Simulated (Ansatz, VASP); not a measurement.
**One calculation of SnO2, two programs**

File INCAR:

```
SYSTEM = SnO2
PREC     = Accurate       ! precision mode
ENCUT    = 520            ! plane-wave cutoff, eV
EDIFF    = 1E-6           ! SCF threshold, eV
ISMEAR   = 0              ! smearing method
SIGMA    = 0.05           ! smearing width, eV
LREAL    = .FALSE.        ! projectors in reciprocal space
LASPH    = .TRUE.         ! aspherical terms in the spheres
NELM     = 60             ! most SCF steps
ALGO     = Normal         ! electronic algorithm
ISIF     = 2              ! what is computed and relaxed
LWAVE    = .FALSE.        ! write WAVECAR
LCHARG   = .FALSE.        ! write CHGCAR
GGA      = PE             ! functional
IVDW     = 12             ! dispersion correction
NBANDS   = 64             ! bands
```

The input KPOINTS:

```
regular mesh
0
G
  6 6 6
  0 0 0
```

File POSCAR:

```
SnO2
1.0
    3.2373377712      1.8690778337      4.2908446647
   -3.2373377712      1.8690778337      4.2908446647
    0.0000000000     -3.7381556673      4.2908446647
Sn O
4 8
Direct
    0.8623707507      0.8659830116      0.8659830115
    0.3623965338      0.3659877639      0.8659885266
    0.3623965338      0.8659885268      0.3659877637
    0.8623816048      0.3659910080      0.3659910079
    0.1300853923      0.6167018899      0.6167018905
    0.6300850564      0.1167453700      0.6167141405
    0.6300850564      0.6167141398      0.1167453706
    0.6172872965      0.6039623706      0.6039623713
    0.1300885075      0.1167360751      0.1167360757
    0.1173072233      0.1039262313      0.6039415960
    0.1173072233      0.6039415954      0.1039262319
    0.6173061892      0.1039423315      0.1039423321
```

Input for Ansatz:

```yaml
crystal:
  lattice:
    - [3.2373377712, 1.8690778337, 4.2908446647]
    - [-3.2373377712, 1.8690778337, 4.2908446647]
    - [0.0, -3.7381556673, 4.2908446647]
  atoms:
    - { symbol: Sn, position: [0.8623707507, 0.8659830116, 0.8659830115] }
    - { symbol: Sn, position: [0.3623965338, 0.3659877639, 0.8659885266] }
    - { symbol: Sn, position: [0.3623965338, 0.8659885268, 0.3659877637] }
    - { symbol: Sn, position: [0.8623816048, 0.365991008, 0.3659910079] }
    - { symbol: O, position: [0.1300853923, 0.6167018899, 0.6167018905] }
    - { symbol: O, position: [0.6300850564, 0.11674537, 0.6167141405] }
    - { symbol: O, position: [0.6300850564, 0.6167141398, 0.1167453706] }
    - { symbol: O, position: [0.6172872965, 0.6039623706, 0.6039623713] }
    - { symbol: O, position: [0.1300885075, 0.1167360751, 0.1167360757] }
    - { symbol: O, position: [0.1173072233, 0.1039262313, 0.603941596] }
    - { symbol: O, position: [0.1173072233, 0.6039415954, 0.1039262319] }
    - { symbol: O, position: [0.6173061892, 0.1039423315, 0.1039423321] }
basis:
  ecutwfc: 520.0
kpoints:
  mp_grid: { grid: [6, 6, 6] }
hamiltonian:
  xc: pbe
  pseudopotentials: { kind: paw, azcp: { folder: soft_1 } }
  dispersion: d3bj
scf:
  occupations: { method: gaussian, width: 0.05 }
output:
  forces: true
  stress: true
  eigenvalues: true
```

Change from the starting cell: mode 20 frozen in at +0.050 Å and mode 26 at +0.000 Å (largest displacements).

Alike in both runs: task single point; functional PBE; dispersion D3(BJ); k mesh 6 × 6 × 6; occupations gaussian, width 0.05 eV; no spin polarisation.

```csv
,VASP,Ansatz
version,VASP 6.6.1,Ansatz 0.2.0
potentials or method,"VASP PAW PBE potentials, release 64 (Sn_d, O), cutoff 520 eV","scalar-relativistic, plane waves, PAW"
valence electrons in the cell,104,104
```

VASP gave:

```
gap on the k mesh at the Fermi level (eV)                     : 1.55
least direct gap on the mesh (eV)                             : 1.55
pressure (GPa)                                                : 1.2
traceless stress, the component that is largest in VASP (GPa) : -0.51
rms of the force components (eV/Å)                            : 0.383
```

Problem. Which values does Ansatz return?

Solution. gap on the k mesh at the Fermi level (eV): 1.57; least direct gap on the mesh (eV): 1.57; pressure (GPa): 0.5; traceless stress, the component that is largest in VASP (GPa): -0.07; rms of the force components (eV/Å): 0.370.

Atom by atom the forces differ by 0.029 eV/Å (rms over components).
